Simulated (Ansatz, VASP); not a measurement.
# Two plane-wave programs on Mg5SiN2

```
CELL_PARAMETERS angstrom
-2.46701 2.46701 5.76582
2.46701 -2.46701 5.76582
2.46701 2.46701 -5.76582
ATOMIC_POSITIONS crystal
Mg 0.75000 0.25000 0.50000
Mg 0.25000 0.75000 0.50000
Mg 0.00000 0.00000 0.00000
Mg 0.50000 0.00000 0.50000
Mg 0.00000 0.50000 0.50000
Si 0.50000 0.50000 0.00000
N 0.17575 0.17575 0.00000
N 0.82425 0.82425 0.00000
```

Alike in both runs: functional PBE; k mesh 3 × 3 × 3; occupations gaussian, width 0.15 eV; no spin polarisation.

Ansatz relaxed the structure, and its values are those at the end. VASP's run is a single point on that final structure, the one shown.

```csv
,VASP,Ansatz
version,VASP 6.6.1,Ansatz 0.2.0
potentials or method,"VASP PAW PBE potentials, release 64 (Mg, Si, N), cutoff 600 eV","scalar-relativistic, plane waves, PAW"
valence electrons in the cell,24,64
```

```tsv
	VASP	Ansatz	Ansatz less VASP
gap on the k mesh at the Fermi level (eV)	none	none	-
pressure (GPa)	0.1	0.2	+0.09
```

A gap of «none» marks a metal or a gap that the smearing closes. VASP's potentials hold 24 valence electrons a cell and Ansatz's 64, so a difference there can come from the potentials and not from the codes.

The k mesh is coarse, so the values compare programs but aren't converged.
